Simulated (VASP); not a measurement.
Write the native input for VASP 6.6.1 that does the following.

```yaml
Task: single point
Functional: PBEsol
Potentials_or_basis: VASP PAW PBE potentials, release 64 (Zn, S)
Cutoff: 520 eV
k_mesh: 8 × 8 × 5
Occupations: fermi-dirac, width 0.03 eV
Spin: no spin polarisation
Dipole_correction: no
Further_INCAR_settings: ALGO = Normal; EDIFF = 1e-06; NBANDS = 26
```

The structure of ZnS lies in POSCAR:

```
ZnS
1.0
    3.8109987816     -0.0190549939     -0.0190549939
   -1.9220014996      3.3099492556     -0.0069746118
   -0.0311700000     -0.0311700000      6.2340000000
Zn S
2 2
Direct
    0.3333333333      0.6666666667      0.0000000000
    0.6666666667      0.3333333333      0.5000000000
    0.3333333333      0.6666666667      0.3850000000
    0.6666666667      0.3333333333      0.8850000000
```

This cell differs from its parent crystal: equal xy, yz and zx shear strains of -1 %.

One way to write it, as run:

INCAR

```
SYSTEM = ZnS
ALGO = Normal
EDIFF = 1E-6
ENCUT = 520
GGA = PS
ISIF = 2
ISMEAR = -1
LASPH = .True.
LCHARG = .False.
LREAL = .False.
LWAVE = .False.
NBANDS = 26
NELM = 80
PREC = Accurate
SIGMA = 0.03
```

KPOINTS

```
k-points
0
Gamma
  8 8 5
  0 0 0
```

Potentials or basis: VASP PAW PBE potentials, release 64 (Zn, S).

Run with:

```bash
$ cat potpaw_PBE.64/Zn/POTCAR potpaw_PBE.64/S/POTCAR > POTCAR
$ mpirun -np 1 vasp_std > vasp.out
```

It gave:

- Pressure: -1.1 GPa
- Largest force: 0.332 eV/Å
- Band gap on the k mesh: 2.08 eV

Caveat: the cell differs from its parent crystal (equal xy, yz and zx shear strains of -1 %); the PAW data sets were made with another functional, which shifts forces and pressure a little.

Wall time 2.1 min on 1 thread of Intel(R) Xeon(R) 6975P-C (Granite Rapids), on a shared host, peak memory 0.38 GiB.
